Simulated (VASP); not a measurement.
A run of VASP 6.6.1:

POSCAR

```
CdAg
1.0
    4.7474751564      0.0000000000      0.0000000000
    0.0000000000      1.5123749057      2.6226648818
    0.0000000000     -1.5123749057      2.6226648818
Cd Ag
1 1
Direct
    0.5000000000      0.6665714346      0.6665714346
    0.0000000000      0.3334285654      0.3334285654
```

Contents of INCAR.step1:

```
PREC = Accurate ; ENCUT = 520
ISMEAR = 0 ; SIGMA = 0.1
LREAL = F ; LASPH = T
NELM = 80 ; NBANDS = 18
GGA = PE ; ALGO = Normal
EDIFF = 1E-4 ; LWAVE = T
LCHARG = F
```

INCAR.step2

```
PREC = Accurate ; ENCUT = 520
EDIFF = 1E-7 ; ISMEAR = 0
SIGMA = 0.1 ; LREAL = F
LASPH = T ; NELM = 80
ALGO = Normal ; ISIF = 2
LWAVE = F ; LCHARG = F
METAGGA = R2SCAN ; LMIXTAU = T
NBANDS = 18 ; ISTART = 1
```

Contents of KPOINTS:

```
Automatic mesh
0
Gamma
  10 16 16
```

Potentials or basis: VASP PAW PBE potentials, release 64 (Cd, Ag).

Run with:

```sh
$ cat potpaw_PBE.64/Cd/POTCAR potpaw_PBE.64/Ag/POTCAR > POTCAR
$ cp INCAR.step1 INCAR
$ mpirun -np 1 vasp_std > vasp.out
$ cp INCAR.step2 INCAR
$ mpirun -np 1 vasp_std > vasp.out
```

Hardware: 1 thread of Intel Xeon 8259CL, with other jobs on the host.

Question: How long does it take, and how much memory?

Answer: It took 15 min on 1 thread of Intel Xeon 8259CL, with other jobs on the host, peak memory 0.42 GiB. Counts: k points 438.
